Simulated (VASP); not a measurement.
# PtS2 in VASP: a series of runs, part 2 of 2

VASP 6.6.1.

## 3. Relaxation of cell and atoms, PBE

This run uses another cell than the first one, of 22.76 Å³/atom.

File INCAR:

```
PREC     = Accurate       # precision mode
ENCUT    = 600            # plane-wave cutoff, eV
EDIFF    = 1E-6           # SCF threshold, eV
ISMEAR   = 0              # smearing method
SIGMA    = 0.1            # smearing width, eV
LREAL    = F              # projectors in reciprocal space
LASPH    = T              # aspherical terms in the spheres
NELM     = 100            # most SCF steps
ALGO     = Normal         # electronic algorithm
ISIF     = 3              # what is computed and relaxed
LWAVE    = F              # write WAVECAR
LCHARG   = F              # write CHGCAR
GGA      = PE             # functional
IBRION   = 2              # ionic algorithm
NSW      = 90             # ionic steps
EDIFFG   = -0.04          # ionic threshold
```

File KPOINTS:

```
regular mesh
0
Gamma
  6 6 2
```

File POSCAR:

```
PtS2
1.0
    3.9108626100      0.0000000000      0.0000000000
   -1.9554313000      3.3869063700      0.0000000000
    0.0000000000      0.0000000000     10.3080288100
Pt S
2 4
Direct
    0.3333333300      0.6666666700      0.6960402300
    0.6666666700      0.3333333300      0.1960402300
    0.3333333300      0.6666666700      0.0328146300
    0.6666666700      0.3333333300      0.5328146300
    0.3333333300      0.6666666700      0.3783356100
    0.6666666700      0.3333333300      0.8783356100
```

Potentials or basis: VASP PAW PBE potentials, release 64 (Pt, S).

Started as:

```console
$ cat potpaw_PBE.64/Pt/POTCAR potpaw_PBE.64/S/POTCAR > POTCAR
$ mpirun -np 1 vasp_std > vasp.out
```

Run time: 4.7 min. Hardware: 1 thread of Intel Xeon 6975P-C (Granite Rapids), shared host; peak memory 0.32 GiB.

It converged, with:

```
Free energy                           : -27.4973 eV
Relaxed volume                        : 19.35 Å³/atom
Relaxed cell                          : a = 3.515 Å, b = 3.515 Å, c = 10.846 Å, α = 90.00°, β = 90.00°, γ = 120.00°
Space group after relaxing (to 0.1 Å) : P6_3/mmc (No. 194)
Energy gained by relaxing             : 782.5 meV/atom
Ionic steps                           : 16
Pressure after relaxing               : -0.1 GPa
Largest force after relaxing          : 0.023 eV/Å
Band gap on the k mesh                : zero (bands 22 and 23 overlap by 0.42 eV)
```

Forces in eV/Å, atoms in the order of the input:
```
Pt   0.000  0.000 -0.023
Pt   0.000  0.000 -0.023
S    0.000  0.000  0.012
S    0.000  0.000  0.012
S    0.000  0.000  0.011
S    0.000  0.000  0.011
```

Stress tensor (GPa, compression positive):
```
-0.23  0.00  0.00
 0.00 -0.23  0.00
 0.00  0.00  0.22
```

The path:
| step | energy change (eV) | largest force (eV/Å) | pressure (GPa) | volume (Å³) |
| --- | --- | --- | --- | --- |
| 1 | 0.0000 | 1.9794 | -15.78 | 136.54 |
| 2 | -2.9359 | 2.1922 | 7.40 | 96.85 |
| 3 | -2.9638 | 2.2312 | 3.87 | 99.26 |
| 4 | -3.8510 | 0.7472 | 11.92 | 94.72 |
| 5 | -3.8509 | 0.6806 | 12.74 | 94.47 |
| 6 | -4.3407 | 1.2353 | -5.21 | 110.41 |
| 7 | -4.3761 | 1.0996 | -2.18 | 106.61 |
| 8 | -4.5950 | 0.5442 | -0.46 | 108.68 |
| 9 | -4.6687 | 0.0615 | 1.52 | 110.49 |
| 10 | -4.6705 | 0.0992 | 1.90 | 110.80 |
| 11 | -4.6817 | 0.2532 | -1.52 | 115.71 |
| 12 | -4.6867 | 0.1505 | -0.36 | 113.89 |
| 13 | -4.6909 | 0.0999 | -0.18 | 114.55 |
| 14 | -4.6933 | 0.0443 | 0.04 | 115.38 |
| 15 | -4.6934 | 0.0406 | 0.08 | 115.56 |
| 16 | -4.6948 | 0.0232 | -0.08 | 116.08 |

Final structure:
```cif
data_structure
_symmetry_space_group_name_H-M 'P 1'
_symmetry_Int_Tables_number 1
_cell_length_a 3.5155
_cell_length_b 3.5155
_cell_length_c 10.8460
_cell_angle_alpha 90.000
_cell_angle_beta 90.000
_cell_angle_gamma 120.000
_cell_volume 116.08
loop_
_atom_site_label
_atom_site_type_symbol
_atom_site_fract_x
_atom_site_fract_y
_atom_site_fract_z
_atom_site_occupancy
Pt1 Pt 0.33333 0.66667 0.70294 1
Pt2 Pt 0.66667 0.33333 0.20294 1
S1 S 0.33333 0.66667 0.07515 1
S2 S 0.66667 0.33333 0.57515 1
S3 S 0.33333 0.66667 0.32911 1
S4 S 0.66667 0.33333 0.82911 1
```

Levels at points of the mesh, in eV from the Fermi level:
```tsv
k point	band 20	band 21	band 22	band 23	band 24	band 25
(0.00, 0.00, 0.00)	0.09	0.23	0.23	0.35	0.35	0.74
(0.50, 0.00, 0.00)	-2.09	-1.82	-1.54	0.32	0.87	1.56
(0.00, 0.00, 0.50)	0.11	0.11	0.11	0.59	0.59	0.59
(0.50, 0.00, 0.50)	-2.08	-1.70	-1.70	0.97	0.97	1.22
```

Caveat: spin-orbit coupling is left out, which moves the levels of the heavy elements.

## 4. Single point, PBE, collinear spin

This run uses another cell than the first one, of 19.26 Å³/atom.

File INCAR:

```
SYSTEM = PtS2
ALGO = Normal
EDIFF = 1E-7
ENCUT = 520
GGA = PE
ISIF = 2
ISMEAR = 0
ISPIN = 2
LASPH = .TRUE.
LCHARG = .FALSE.
LMAXMIX = 4
LORBIT = 11
LREAL = .FALSE.
LWAVE = .FALSE.
MAGMOM = 1 1 0 0 0 0
NBANDS = 35
NELM = 150
PREC = Accurate
SIGMA = 0.1
```

File KPOINTS:

```
k-points
0
G
  6 6 2
  0 0 0
```

File POSCAR:

```
PtS2
1.0
    3.5032257602      0.0000000000      0.0000000000
   -1.7516128801      3.0338825035      0.0000000000
    0.0000000000      0.0000000000     10.8728540833
Pt S
2 4
Direct
    0.3333333333      0.6666666667      0.2500000000
    0.6666666667      0.3333333333      0.7500000000
    0.3333333333      0.6666666667      0.6234916006
    0.6666666667      0.3333333333      0.1234916006
    0.3333333333      0.6666666667      0.8765083994
    0.6666666667      0.3333333333      0.3765083994
```

Started as:

```console
$ cat potpaw_PBE.64/Pt/POTCAR potpaw_PBE.64/S/POTCAR > POTCAR
$ mpirun -np 1 vasp_std > vasp.out
```

Run time: 61 s. Hardware: 1 thread of Intel Xeon 6975P-C (Granite Rapids), shared host; peak memory 0.33 GiB.

It converged, with:

```yaml
Free_energy: -27.4947 eV
Pressure: 0.8 GPa
Largest_force: 0.100 eV/Å
Band_gap_on_the_k_mesh: zero (filled and empty bands overlap)
Net_moment: 0.00 μB per cell
Valence_electrons_inside_the_program's_atomic_spheres: Pt 9.32; S 3.56
```

Forces in eV/Å, atoms in the order of the input:
```
Pt   0.000  0.000  0.000
Pt   0.000  0.000  0.000
S    0.000  0.000 -0.100
S    0.000  0.000 -0.100
S    0.000  0.000  0.100
S    0.000  0.000  0.100
```

Stress tensor (GPa, compression positive):
```
0.74 0.00 0.00
0.00 0.74 0.00
0.00 0.00 0.87
```

Levels at points of the mesh, in eV from the Fermi level:
Spin up:
```
           k point  band 19  band 20  band 21  band 22  band 23  band 24  band 25  band 26
(0.00, 0.00, 0.00)     0.08     0.08     0.23     0.23     0.36     0.36     0.74     0.74
(0.50, 0.00, 0.00)    -2.14    -2.12    -1.84    -1.57     0.34     0.89     1.57     1.79
(0.00, 0.00, 0.50)     0.11     0.11     0.11     0.11     0.59     0.59     0.59     0.59
(0.50, 0.00, 0.50)    -2.11    -2.11    -1.72    -1.72     0.98     0.98     1.23     1.23
```
Spin down:
```csv
k point,band 19,band 20,band 21,band 22,band 23,band 24,band 25,band 26
"(0.00, 0.00, 0.00)",0.08,0.08,0.23,0.23,0.36,0.36,0.74,0.74
"(0.50, 0.00, 0.00)",-2.14,-2.12,-1.84,-1.57,0.34,0.89,1.57,1.79
"(0.00, 0.00, 0.50)",0.11,0.11,0.11,0.11,0.59,0.59,0.59,0.59
"(0.50, 0.00, 0.50)",-2.11,-2.11,-1.72,-1.72,0.98,0.98,1.23,1.23
```

Caveat: spin-orbit coupling is left out, which moves the levels of the heavy elements.

## 5. Single point, PBE, collinear spin

This run uses another cell than the first one, of 22.76 Å³/atom.

File INCAR:

```
PREC     = Accurate       # precision mode
ENCUT    = 520            # plane-wave cutoff, eV
EDIFF    = 1E-7           # SCF threshold, eV
ISMEAR   = 0              # smearing method
SIGMA    = 0.1            # smearing width, eV
LREAL    = False          # projectors in reciprocal space
LASPH    = True           # aspherical terms in the spheres
NELM     = 150            # most SCF steps
ALGO     = Normal         # electronic algorithm
ISIF     = 2              # what is computed and relaxed
LWAVE    = False          # write WAVECAR
LCHARG   = False          # write CHGCAR
ISPIN    = 2              # spin polarisation
MAGMOM   = 1 1 0 0 0 0    # initial moments
LORBIT   = 11             # projections on sites
LMAXMIX  = 4              # l up to which the mixer works
GGA      = PE             # functional
NBANDS   = 35             # bands
```

File KPOINTS:

```
regular mesh
0
Gamma
  6 6 2
```

File POSCAR:

```
PtS2
1.0
    3.9108626100      0.0000000000      0.0000000000
   -1.9554313000      3.3869063700      0.0000000000
    0.0000000000      0.0000000000     10.3080288100
Pt S
2 4
Direct
    0.3333333300      0.6666666700      0.6960402300
    0.6666666700      0.3333333300      0.1960402300
    0.3333333300      0.6666666700      0.0328146300
    0.6666666700      0.3333333300      0.5328146300
    0.3333333300      0.6666666700      0.3783356100
    0.6666666700      0.3333333300      0.8783356100
```

Started as:

```console
$ cat potpaw_PBE.64/Pt/POTCAR potpaw_PBE.64/S/POTCAR > POTCAR
$ mpirun -np 1 vasp_std > vasp.out
```

It took 73 s on 1 thread of Intel Xeon 6975P-C (Granite Rapids), shared host; peak memory 0.36 GiB.

It converged, with:

* Free energy: -22.8024 eV
* Pressure: -15.8 GPa
* Largest force: 1.980 eV/Å
* Band gap on the k mesh: zero (filled and empty bands overlap)
* Net moment: 0.00 μB per cell
* Valence electrons inside the program's atomic spheres: Pt 8.69; S 3.44, 3.46 (each value once)

Forces in eV/Å, atoms in the order of the input:
```
Pt   0.000  0.000 -0.280
Pt   0.000  0.000 -0.280
S    0.000  0.000  1.980
S    0.000  0.000  1.980
S    0.000  0.000 -1.700
S    0.000  0.000 -1.700
```

Stress tensor (GPa, compression positive):
```
-16.74   0.00   0.00
  0.00 -16.74   0.00
  0.00   0.00 -14.00
```

Levels at points of the mesh, in eV from the Fermi level:
Spin up:
```csv
k point,band 19,band 20,band 21,band 22,band 23,band 24,band 25,band 26
"(0.00, 0.00, 0.00)",-0.89,-0.88,-0.52,-0.52,0.30,0.30,0.67,0.67
"(0.50, 0.00, 0.00)",-0.73,-0.45,-0.40,-0.32,0.01,0.29,1.32,1.50
"(0.00, 0.00, 0.50)",-0.69,-0.69,-0.69,-0.69,0.49,0.49,0.49,0.49
"(0.50, 0.00, 0.50)",-0.94,-0.94,-0.36,-0.36,0.74,0.74,0.95,0.95
```
Spin down:
```csv
k point,band 18,band 19,band 20,band 21,band 22,band 23,band 24,band 25,band 26,band 27
"(0.00, 0.00, 0.00)",-0.89,-0.89,-0.88,-0.52,-0.52,0.30,0.30,0.67,0.67,1.76
"(0.50, 0.00, 0.00)",-1.02,-0.73,-0.45,-0.40,-0.32,0.01,0.29,1.32,1.50,1.86
"(0.00, 0.00, 0.50)",-0.87,-0.69,-0.69,-0.69,-0.69,0.49,0.49,0.49,0.49,2.75
"(0.50, 0.00, 0.50)",-1.05,-0.94,-0.94,-0.36,-0.36,0.74,0.74,0.95,0.95,2.94
```

Caveat: the cell stands under tension; spin-orbit coupling is left out, which moves the levels of the heavy elements; forces of over 1 eV/Å act on the atoms, so gaps and moduli don't describe the material at rest.

## 6. The runs side by side

```csv
task,spin,cell,k mesh,cutoff (eV),gap on the mesh (eV),pressure (GPa),moment (μB),largest force (eV/Å)
single point,off,"a = 3.511, b = 3.511, c = 11.079 Å, angles 90.0, 90.0, 120.0°, 6 atoms, atomic positions A",12 × 12 × 4,520,none,-0.3,-,0.04
relaxation of cell and atoms,off,"relaxed from a = 3.911, b = 3.911, c = 10.308 Å, angles 90.0, 90.0, 120.0°, 6 atoms, atomic positions B",6 × 6 × 2,600,none,-0.1,-,0.02
single point,collinear,"a = 3.503, b = 3.503, c = 10.873 Å, angles 90.0, 90.0, 120.0°, 6 atoms, atomic positions C",6 × 6 × 2,520,none,0.8,0.00,0.10
single point,collinear,"a = 3.911, b = 3.911, c = 10.308 Å, angles 90.0, 90.0, 120.0°, 6 atoms, atomic positions B",6 × 6 × 2,520,none,-15.8,0.00,1.98
```

Alike in all rows: level PBE; potentials or basis VASP PAW PBE potentials, release 64 (Pt, S); smearing gaussian 0.1 eV.

Caveats: spin-orbit coupling is left out, which moves the levels of the heavy elements; the cell stands under tension (at least some runs); forces of over 1 eV/Å act on the atoms, so gaps and moduli don't describe the material at rest (at least some runs).

Absolute energies hang on the potentials; compare differences alone.
